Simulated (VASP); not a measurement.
The system is I.

```
CELL_PARAMETERS angstrom
0.00000 2.36560 3.90984
2.19225 0.00000 3.90984
2.19225 2.36560 0.00000
ATOMIC_POSITIONS crystal
I 0.00000 0.00000 0.00000
```

Base run:

```yaml
Program: VASP 6.6.1
Functional: revPBE
Potentials_or_basis: VASP PAW PBE potentials, release 64 (I)
Cutoff: 520 eV
k_mesh: 9 × 9 × 9
Occupations: fermi-dirac, width 0.05 eV
Spin: no spin polarisation
```

Its results: pressure 1.4 GPa.

Q: The run is repeated on the same cell with these changes: functional from revPBE to PBEsol-based screened hybrid; k mesh from 9 × 9 × 9 to 5 × 5 × 5. What comes out?

A: Pressure -2.2 GPa.

Several settings changed at once, so the effect can't be laid on one alone.

Caveats: some runs use coarse meshes; the PAW data sets were made with another functional, which shifts forces and pressure a little; an odd number of electrons without spin polarisation forces a metal; a magnetic or distorted state may lie lower.
